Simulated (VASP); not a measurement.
AgSn2SeI3:

```xyz
7
Lattice="5.3321 0.0000 0.0000 -2.6661 4.6177 0.0000 0.0000 0.0000 11.5646" Properties=species:S:1:pos:R:3 pbc="T T T"
Ag    2.6661    1.5392    5.7823
Sn    0.0000    0.0000    3.6664
Sn    0.0000    0.0000    7.8983
Se    2.6661    1.5392    0.0000
I     2.6661    1.5392    1.8705
I     2.6661    1.5392    9.6942
I     0.0000    0.0000    5.7823
```

* Program: VASP 6.6.1
* Task: relaxation of cell and atoms
* Functional: PBE
* Potentials or basis: VASP PAW PBE potentials, release 64 (Ag, Sn_d, Se, I)
* Cutoff: 600 eV
* k mesh: 3 × 3 × 1
* Occupations: gaussian, width 0.15 eV
* Spin: no spin polarisation

At the start: pressure 37.6 GPa; volume 40.68 Å³/atom.

Question: How do energy, volume and symmetry change on relaxing?

Answer: Over 22 steps the energy falls by 3670.3 meV/atom and the volume is 47.22 Å³/atom (+16.1 %); space group P-6m2 (No. 187, to 0.05 Å).

The path:
| step | energy change (eV) | largest force (eV/Å) | pressure (GPa) | volume (Å³) |
| --- | --- | --- | --- | --- |
| 1 | 0.0000 | 31.9968 | 37.56 | 284.75 |
| 2 | -14.3416 | 0.7354 | -8.71 | 686.31 |
| 3 | -24.5814 | 0.0223 | -0.80 | 451.31 |
| 4 | -24.6037 | 0.0128 | -0.81 | 447.95 |
| 5 | -25.4005 | 0.0924 | -0.56 | 365.99 |
| 6 | -25.4178 | 0.7645 | 0.86 | 325.28 |
| 7 | -25.4836 | 0.1739 | -0.11 | 347.37 |
| 8 | -25.4876 | 0.2661 | 0.01 | 342.79 |
| 9 | -25.4874 | 0.2916 | 0.07 | 341.63 |
| 10 | -25.4958 | 0.2695 | 0.01 | 342.34 |
| 11 | -25.5167 | 0.2066 | -0.17 | 344.50 |
| 12 | -25.5411 | 0.1146 | -0.49 | 348.83 |
| 13 | -25.5361 | 0.1329 | -1.00 | 357.57 |
| 14 | -25.5467 | 0.1190 | -0.73 | 352.66 |
| 15 | -25.5511 | 0.1218 | -0.73 | 352.26 |
| 16 | -25.5644 | 0.1295 | -0.73 | 351.05 |
| 17 | -25.5906 | 0.1381 | -0.69 | 348.63 |
| 18 | -25.6354 | 0.1327 | -0.57 | 343.78 |
| 19 | -25.6739 | 0.1538 | -0.13 | 334.05 |
| 20 | -25.6739 | 0.1528 | -0.16 | 334.59 |
| 21 | -25.6807 | 0.1337 | -0.10 | 333.57 |
| 22 | -25.6919 | 0.0573 | 0.10 | 330.53 |

Final structure:
```yaml
crystal:
  lattice:
    - [5.44571, 0.00000, 0.00000]
    - [-2.72285, 4.71612, 0.00000]
    - [0.00000, 0.00000, 12.86966]
  atoms:
    - { symbol: Ag, position: [0.66667, 0.33333, 0.50000] }
    - { symbol: Sn, position: [0.00000, 0.00000, 0.24582] }
    - { symbol: Sn, position: [0.00000, 0.00000, 0.75418] }
    - { symbol: Se, position: [0.66667, 0.33333, 0.00000] }
    - { symbol: I, position: [0.66667, 0.33333, 0.22043] }
    - { symbol: I, position: [0.66667, 0.33333, 0.77957] }
    - { symbol: I, position: [0.00000, 0.00000, 0.50000] }
```

Caveat: the k points lie up to 0.49 Å⁻¹ apart in the final cell; the volume moved by over 15 % at a fixed basis, so the end points are rough; the relaxation stopped at a loose force limit of 0.08 eV/Å, so its end isn't a converged minimum.
